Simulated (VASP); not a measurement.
Wanted: the native input for a VASP 6.6.1 run.

| Property | Result |
| --- | --- |
| Task | single point |
| Functional | PBE |
| Potentials or basis | VASP PAW PBE potentials, release 64 (Ba_sv, Te) |
| Cutoff | 520 eV |
| k mesh | 6 × 6 × 6 |
| Occupations | gaussian, width 0.05 eV |
| Spin | non-collinear spin, zero start, spin-orbit coupling |
| Starting moments | [[0.0, 0.0, 0.0], [0.0, 0.0, 0.0]] μB |
| Dipole correction | no |
| Further INCAR settings | ALGO = Normal; EDIFF = 1e-07; NBANDS = 28 |

The structure of BaTe lies in POSCAR:

```
BaTe
1.0
    0.0000000000      3.4099993980      3.4099993980
    3.4099993980      0.0000000000      3.4099993980
    3.4099993980      3.4099993980      0.0000000000
Ba Te
1 1
Direct
    0.5000000000      0.5000000000      0.5000000000
    0.0000000000      0.0000000000      0.0000000000
```

These files were run (other wordings do the same):

INCAR

```
ALGO = Normal ; EDIFF = 1E-7
ENCUT = 520 ; GGA = PE
GGA_COMPAT = F ; ISIF = 2
ISMEAR = 0 ; LASPH = T
LCHARG = F ; LORBIT = 11
LORBMOM = T ; LREAL = F
LSORBIT = T ; LWAVE = F
MAGMOM = 0 0 0 0 0 0 ; NBANDS = 28
NELM = 150 ; PREC = Accurate
SIGMA = 0.05
```

KPOINTS

```
k-points
0
Gamma
  6 6 6
```

Potentials or basis: VASP PAW PBE potentials, release 64 (Ba_sv, Te).

Run with:

```sh
$ cat potpaw_PBE.64/Ba_sv/POTCAR potpaw_PBE.64/Te/POTCAR > POTCAR
$ mpirun -np 1 vasp_ncl > vasp.out
```

It gave:

- Pressure: 4.2 GPa
- Net moment: 0.00 μB per cell
- Valence electrons inside the program's atomic spheres: Ba 7.94; Te 3.51

It took 59 s on 1 thread of Intel(R) Xeon(R) Platinum 8488C (Sapphire Rapids), with other jobs on the host, peak memory 0.41 GiB.
